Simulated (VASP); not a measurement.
# Pd (P6_3/mmc) in VASP: notebook

The runs below take Pd through single point, with PBE.

Everything below comes from runs of VASP 6.6.1. Logs are shortened: lines on timing, memory, paths and dates and some standing lists are left out, and cuts for length are marked.

## (1) The cell of the first run

It takes space group P6_3/mmc (No. 194, hexagonal). The conventional cell has a = 2.703 Å, b = 2.703 Å, c = 8.938 Å, α = 90.00°, β = 90.00°, γ = 120.00°. Within 3.6 Å of Pd (site symmetry -3m) lie 12 Pd at 2.70 to 2.73 Å. Within 3.6 Å of Pd (site symmetry -6m2) lie 12 Pd at 2.70 to 2.73 Å.

This isn't the form of Pd at room conditions, which is fcc.

## (2) Single point, PBE, collinear spin (14.14 Å³/atom)

INCAR

```
SYSTEM = Pd
ALGO = Normal
EDIFF = 1E-6
ENCUT = 520
GGA = PE
ISIF = 2
ISMEAR = -1
ISPIN = 2
LASPH = .True.
LCHARG = .False.
LMAXMIX = 4
LORBIT = 11
LREAL = .False.
LWAVE = .False.
MAGMOM = 0.35 0.35 0.354 0.354
NBANDS = 32
NELM = 150
PREC = Accurate
SIGMA = 0.05
```

KPOINTS

```
k-points
0
Gamma
  15 15 4
  0 0 0
```

POSCAR

```
Pd
1.0
    2.7026642030      0.0000000000      0.0000000000
   -1.3513321015      2.3405758577      0.0000000000
    0.0000000000      0.0000000000      8.9383369343
Pd
4
Direct
    0.0000000000      1.0000000000      0.0000000000
    1.0000000000      1.0000000000      0.5000000000
    0.3333333333      0.6666666667      0.2500000000
    0.6666666667      0.3333333333      0.7500000000
```

Potentials or basis: VASP PAW PBE potentials, release 64 (Pd).

Launch:

```console
$ cat potpaw_PBE.64/Pd/POTCAR > POTCAR
$ mpirun -np 1 vasp_std > vasp.out
```

OUTCAR:

```text
SYSTEM = Pd
   EDIFF = 1E-6
   ENCUT = 520
   GGA = PE
   ISIF = 2
   ISMEAR = -1
   ISPIN = 2
   LASPH = .True.
   LORBIT = 11
   LREAL = .False.
   NELM = 150
   PREC = Accurate

 ion  position               nearest neighbor table
   1  0.000  0.000  0.000-   3 2.73   4 2.73   4 2.73   3 2.73   4 2.73   3 2.73
   2  0.000  0.000  0.500-   3 2.73   4 2.73   4 2.73   3 2.73   4 2.73   3 2.73
   3  0.333  0.667  0.250-   1 2.73   2 2.73   1 2.73   2 2.73   1 2.73   2 2.73
   4  0.667  0.333  0.750-   1 2.73   2 2.73   1 2.73   2 2.73   1 2.73   2 2.73

  LATTYP: Found a hexagonal cell.
 ALAT       =     2.7026642030
 C/A-ratio  =     3.3072317768

  Lattice vectors:

 A1 = (   2.7026642030,   0.0000000000,   0.0000000000)
 A2 = (  -1.3513321015,   2.3405758577,   0.0000000000)
 A3 = (   0.0000000000,   0.0000000000,   8.9383369343)

Analysis of symmetry for initial positions (statically):
=====================================================================
 Subroutine PRICEL returns:
 Original cell was already a primitive cell.

 Routine SETGRP: Setting up the symmetry group for a
 hexagonal supercell.

 Subroutine GETGRP returns: Found 24 space group operations
 (whereof 12 operations were pure point group operations)
 out of a pool of 24 trial point group operations.

The static configuration has the point symmetry D_3d.
 The point group associated with its full space group is D_6h.

Analysis of symmetry for dynamics (positions and initial velocities):
=====================================================================
 Subroutine PRICEL returns:
 Original cell was already a primitive cell.

 Routine SETGRP: Setting up the symmetry group for a
 hexagonal supercell.

 Subroutine GETGRP returns: Found 24 space group operations
 (whereof 12 operations were pure point group operations)
 out of a pool of 24 trial point group operations.

The dynamic configuration has the point symmetry D_3d.
 The point group associated with its full space group is D_6h.

Analysis of structural, dynamic, and magnetic symmetry:
=====================================================================
 Subroutine PRICEL returns:
 Original cell was already a primitive cell.

 Routine SETGRP: Setting up the symmetry group for a
 hexagonal supercell.

 Subroutine GETGRP returns: Found 24 space group operations
 (whereof 12 operations were pure point group operations)
 out of a pool of 24 trial point group operations.

The overall configuration has the point symmetry D_3d.
 The point group associated with its full space group is D_6h.

 Subroutine INISYM returns: Found 24 space group operations
 (whereof 12 operations are pure point group operations),
 and found     1 'primitive' translations

----------------------------------------------------------------------------------------

                                     Primitive cell

  volume of cell :      56.5420

  direct lattice vectors                    reciprocal lattice vectors
     2.702664203  0.000000000  0.000000000     0.370005271  0.213622643  0.000000000
    -1.351332101  2.340575858  0.000000000     0.000000000  0.427245285  0.000000000
     0.000000000  0.000000000  8.938336934     0.000000000  0.000000000  0.111877635

  length of vectors
     2.702664203  2.702664203  8.938336934     0.427245285  0.427245285  0.111877635

  position of ions in fractional coordinates (direct lattice)
     0.000000000  0.000000000  0.000000000
     0.000000000  0.000000000  0.500000000
     0.333333333  0.666666667  0.250000000
     0.666666667  0.333333333  0.750000000

  ion indices of the primitive-cell ions
   primitive index   ion index
                 1           1
                 2           2
                 3           3
                 4           4

----------------------------------------------------------------------------------------

 KPOINTS: k-points

Automatic generation of k-mesh.
 Grid dimensions read from file:
 generate k-points for:   15   15    4

 Generating k-lattice:

  Cartesian coordinates                     Fractional coordinates (reciprocal lattice)
     0.024667018  0.014241510  0.000000000     0.066666667  0.000000000  0.000000000
     0.000000000  0.028483019  0.000000000     0.000000000  0.066666667  0.000000000
     0.000000000  0.000000000  0.027969409     0.000000000  0.000000000  0.250000000

  Length of vectors
     0.028483019  0.028483019  0.027969409

  Shift w.r.t. Gamma in fractional coordinates (k-lattice)
     0.000000000  0.000000000  0.000000000

 Subroutine IBZKPT returns following result:
 ===========================================

 Found     81 irreducible k-points:

 Following reciprocal coordinates:
            Coordinates               Weight
  0.000000  0.000000  0.000000      1.000000
  0.066667  0.000000  0.000000      6.000000
  0.133333  0.000000  0.000000      6.000000
  0.200000  0.000000  0.000000      6.000000
  0.266667  0.000000  0.000000      6.000000
  0.333333  0.000000  0.000000      6.000000
[... 16 lines left out ...]
  0.333333  0.200000  0.000000     12.000000
  0.400000  0.200000  0.000000      6.000000
 [... further k-points ...]
   k-points           NKPTS =     81   k-points in BZ     NKDIM =     81   number of bands    NBANDS=     32
   number of dos      NEDOS =    301   number of ions     NIONS =      4
   total plane-waves  NPLWV =  28000
   dimension x,y,z NGX =    20 NGY =   20 NGZ =   70
   dimension x,y,z NGXF=    40 NGYF=   40 NGZF=  140
   ions per type =               4
   NGX,Y,Z   is equivalent  to a cutoff of  12.30, 12.30, 13.02 a.u.
   NGXF,Y,Z  is equivalent  to a cutoff of  24.60, 24.60, 26.04 a.u.
 SYSTEM =  Pd
   PREC   = accura    normal or accurate (medium, high low for compatibility)
   ISTART =      0    job   : 0-new  1-cont  2-samecut
   ICHARG =      2    charge: 1-file 2-atom 10-const
   ISPIN  =      2    spin polarized calculation?
   LNONCOLLINEAR =      F non collinear calculations
   LSORBIT =      F    spin-orbit coupling
   LASPH  =      T    aspherical Exc in radial PAW
   ENCUT  =  520.0 eV  38.22 Ry    6.18 a.u.   5.03  5.03 16.62*2*pi/ulx,y,z
   NELM   =    150;   NELMIN=  2; NELMDL= -5     # of ELM steps
   EDIFF  = 0.1E-05   stopping-criterion for ELM
   LREAL  =      F    real-space projection
   EDIFFG = 0.1E-04   stopping-criterion for IOM
   NSW    =      0    number of steps for IOM
   IBRION =     -1    ionic relax: 0-MD 1-quasi-New 2-CG
   NFREE  =      0    steps in history (QN), initial steepest desc. (CG)
   ISIF   =      2    stress and relaxation
   ISYM   =      2    0-nonsym 1-usesym 2-fastsym
   POTIM  = 0.5000    time-step for ionic-motion
   TEBEG  =    0.0;   TEEND  =   0.0 temperature during run
   PSTRESS=    0.0 pullay stress
   NELECT =      40.0000    total number of electrons
   NUPDOWN=      -1.0000    fix difference up-down
   EMIN   =  10.00;   EMAX   =-10.00  energy-range for DOS
   EFERMI =   0.00;   METHOD = LEGACY
   ISMEAR =    -1;   SIGMA  =   0.05  broadening in eV -4-tet -1-fermi 0-gaus
   EFERMI_NEDOS =   21; number of points for ismear=-14 and -15
   IALGO  =     38    algorithm
   IMIX   =      4    mixing-type and parameters
     AMIX     =   0.40;   BMIX     =  1.00
     AMIX_MAG =   1.60;   BMIX_MAG =  1.00
  volume/ion in A,a.u.               =      14.14        95.39
  Fermi-wavevector in a.u.,A,eV,Ry     =   1.458717  2.756575 28.951221  2.127855
  Thomas-Fermi vector in A             =   2.575369
   LORBIT       =     11    0 simple, 1 ext, 2 COOP (PROOUT), +10 PAW based schemes
   GGA     = PE    functional components
   LHFCALC =     F    Hartree Fock is set to
   AEXX    =    0.0000 exact exchange contribution
   IVDW    =     0    specifies the selected vdW correction
   LEPSILON=     F    determine dielectric tensor
   LRPA    =     F    only Hartree local field effects (RPA)
 spin polarized calculation
  energy-cutoff  :      520.00
  volume of cell :       56.54
 maximum number of plane-waves:      1548
 NGX is ok and might be reduce to    20
   NGX =  9   NGY =  9   NGZ = 33

 number of electron      40.0000003 magnetization       0.0002690

 Free energy of the ion-electron system (eV)
  ---------------------------------------------------
  ext. energy  EPLUGINS =         0.00000000
  ---------------------------------------------------
  free energy    TOTEN  =       -20.62498498 eV

  energy without entropy =      -20.55460110  energy(sigma->0) =      -20.58979304

 E-fermi :  10.5343     XC(G=0): -13.4517

 val. band max:       10.5317648819   @ k =   0.4667  -0.0000   0.5000
 cond. band min:      10.5354995626   @ k =   0.4667   0.0667   0.0000
 fundamental gap:      0.0037346806
 Fermi energy:        10.5342996446

 spin component 1

 k-point     1 :       0.0000    0.0000    0.0000
  band No.  band energies     occupation
      1       3.0452      1.00000
      2       4.7308      1.00000
      3       4.7377      1.00000
      4       4.8768      1.00000
      5       7.4018      1.00000
      6       7.4070      1.00000
[... 829 lines left out ...]
     31      23.1295      0.00000
     32      23.9320      0.00000

 [... further k-points ...]

 spin component 2

 k-point     1 :       0.0000    0.0000    0.0000
  band No.  band energies     occupation
      1       3.0452      1.00000
      2       4.7309      1.00000
      3       4.7377      1.00000
      4       4.8769      1.00000
      5       7.4019      1.00000
      6       7.4070      1.00000
[... 829 lines left out ...]
     31      23.1295      0.00000
     32      23.9320      0.00000

 [... further k-points ...]

------------------------ aborting loop because EDIFF is reached ----------------------------------------

  FORCE on cell =-STRESS in cart. coord.  units (eV):
  Direction    XX          YY          ZZ          XY          YZ          ZX
  --------------------------------------------------------------------------------------
  -------------------------------------------------------------------------------------
  Total        6.0633696      6.0633696      5.8188769      0.0000000     -0.0000000      0.0000000
  in kB      171.8118417    171.8118417    164.8838888      0.0000000     -0.0000000      0.0000000
  external PRESSURE =     169.5025241 kB  Pullay stress =       0.0000000 kB

 VOLUME and BASIS-vectors are now :
 -----------------------------------------------------------------------------
  energy-cutoff  :      520.00
  volume of cell :       56.54
      direct lattice vectors                 reciprocal lattice vectors
     2.702664203  0.000000000  0.000000000     0.370005271  0.213622643  0.000000000
    -1.351332101  2.340575858  0.000000000     0.000000000  0.427245285  0.000000000
     0.000000000  0.000000000  8.938336934     0.000000000  0.000000000  0.111877635

 POSITION                                       TOTAL-FORCE (eV/Angst)
 -----------------------------------------------------------------------------------
      0.00000      0.00000      0.00000        -0.000000      0.000000     -0.000000
      0.00000      0.00000      4.46917        -0.000000      0.000000     -0.000000
     -0.00000      1.56038      2.23458         0.000000      0.000000     -0.000000
      1.35133      0.78019      6.70375        -0.000000     -0.000000      0.000000
 -----------------------------------------------------------------------------------
    total drift:                                0.000000     -0.000000      0.000000

  FREE ENERGIE OF THE ION-ELECTRON SYSTEM (eV)
  ---------------------------------------------------
  free  energy   TOTEN  =       -20.6249849823 eV

  energy  without entropy=      -20.5546011011  energy(sigma->0) =      -20.58979304

 total charge

# of ion       s       p       d       tot
------------------------------------------
    1        0.512   0.521   8.506   9.539
    2        0.512   0.521   8.506   9.539
    3        0.512   0.523   8.502   9.538
    4        0.512   0.523   8.502   9.538
--------------------------------------------------
tot          2.049   2.089  34.016  38.154

 magnetization (x)

# of ion       s       p       d       tot
------------------------------------------
    1        0.000   0.000   0.000   0.000
    2        0.000   0.000   0.000   0.000
    3        0.000   0.000   0.000   0.000
    4        0.000   0.000   0.000   0.000
--------------------------------------------------
tot          0.000   0.000   0.000   0.000
```

Run time: 3.6 min. Hardware: 1 thread of AMD EPYC 9R45 (Zen 5), shared host; peak memory 0.29 GiB.

Results:

```
Free energy                                           : -20.6250 eV
Pressure                                              : 17.0 GPa
Band gap on the k mesh                                : zero (filled and empty bands overlap)
Net moment                                            : 0.00 μB per cell
Valence electrons inside the program's atomic spheres : Pd 9.54
```

Caveat: the cell stands under pressure.

## (3) Single point, PBE, collinear spin (14.75 Å³/atom)

This run uses another cell than the first one, of 14.75 Å³/atom.

INCAR

```
ALGO = Normal ; EDIFF = 1E-7
ENCUT = 520 ; GGA = PE
ISIF = 2 ; ISMEAR = -1
ISPIN = 2 ; LASPH = T
LCHARG = T ; LELF = T
LMAXMIX = 4 ; LORBIT = 11
LREAL = F ; LVHAR = T
LWAVE = F ; MAGMOM = 0.35 0.35 0.354 0.354
NBANDS = 32 ; NELM = 150
PREC = Accurate ; SIGMA = 0.05
```

KPOINTS

```
k-points
0
Gamma
  15 15 4
```

POSCAR

```
Pd
1.0
    2.7412789087      0.0000000000      0.0000000000
   -1.3706394543      2.3740171738      0.0000000000
    0.0000000000      0.0000000000      9.0660447159
Pd
4
Direct
    0.0000000000      1.0000000000      0.0000000000
    1.0000000000      1.0000000000      0.5000000000
    0.3333333333      0.6666666667      0.2500000000
    0.6666666667      0.3333333333      0.7500000000
```

Potentials or basis: VASP PAW PBE potentials, release 64 (Pd).

Launch:

```console
$ cat potpaw_PBE.64/Pd/POTCAR > POTCAR
$ mpirun -np 1 vasp_std > vasp.out
```

It took 5.3 min on 1 thread of AMD EPYC 9R45 (Zen 5), shared host; peak memory 0.3 GiB.

Results (log left out):

```
Free energy                                           : -20.8082 eV
Pressure                                              : 7.2 GPa
Band gap on the k mesh                                : zero (filled and empty bands overlap)
Net moment                                            : 0.00 μB per cell
Valence electrons inside the program's atomic spheres : Pd 9.44
```

Stress tensor (GPa, compression positive):
```
7.33 0.00 0.00
0.00 7.33 0.00
0.00 0.00 6.82
```

Levels at points of the mesh, in eV from the Fermi level:
Spin up:
```
           k point  band 16  band 17  band 18  band 19  band 20  band 21  band 22  band 23  band 24  band 25
(0.00, 0.00, 0.00)    -1.51    -1.51    -1.05    -1.05    -0.71    -0.71    -0.13    -0.13     0.90     7.12
(0.00, 0.00, 0.50)    -1.29    -1.29    -1.29    -0.95    -0.95    -0.38    -0.38    -0.38    -0.38     9.78
```
Spin down:
```
           k point  band 16  band 17  band 18  band 19  band 20  band 21  band 22  band 23  band 24  band 25
(0.00, 0.00, 0.00)    -1.51    -1.51    -1.05    -1.05    -0.71    -0.71    -0.13    -0.13     0.90     7.12
(0.00, 0.00, 0.50)    -1.29    -1.29    -1.29    -0.95    -0.95    -0.38    -0.38    -0.38    -0.38     9.78
```

Caveat: the cell stands under pressure.
